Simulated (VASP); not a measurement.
Input of a VASP 6.6.1 run:

The input INCAR:

```
SYSTEM = MgO
PREC = Accurate ; ENCUT = 520
EDIFF = 1E-6 ; ISMEAR = 0
SIGMA = 0.05 ; LREAL = .FALSE.
LASPH = .TRUE. ; NELM = 100
ALGO = Normal ; ISIF = 2
LWAVE = .FALSE. ; LCHARG = .TRUE.
GGA = PE ; LELF = .TRUE.
LVHAR = .TRUE. ; NBANDS = 16
```

The input KPOINTS:

```
regular mesh
0
G
  6 6 6
  0 0 0
```

POSCAR

```
MgO
1.0
    3.3817865268      0.0000000000      0.0000000000
   -1.6908932634      2.9287130424      0.0000000000
    0.0000000000      0.0000000000      4.3033824566
Mg O
2 2
Direct
    0.6666666667      0.3333333333      0.7500000000
    0.3333333333      0.6666666667      0.2500000000
    0.6666666667      0.3333333333      0.2500000000
    0.3333333333      0.6666666667      0.7500000000
```

Potentials or basis: VASP PAW PBE potentials, release 64 (Mg, O).

Launch:

```sh
$ cat potpaw_PBE.64/Mg/POTCAR potpaw_PBE.64/O/POTCAR > POTCAR
$ mpirun -np 1 vasp_std > vasp.out
```

Q: Predict the pressure.

A: 9.4 GPa.

Q: Predict the band gap on the k mesh.

A: 3.54 eV, direct.

Stress tensor (GPa, compression positive):
```
13.07  0.00  0.00
 0.00 13.07  0.00
 0.00  0.00  2.07
```

Caveat: the cell differs from its parent crystal (strain -0.030 along x and y, +0.030 along z).
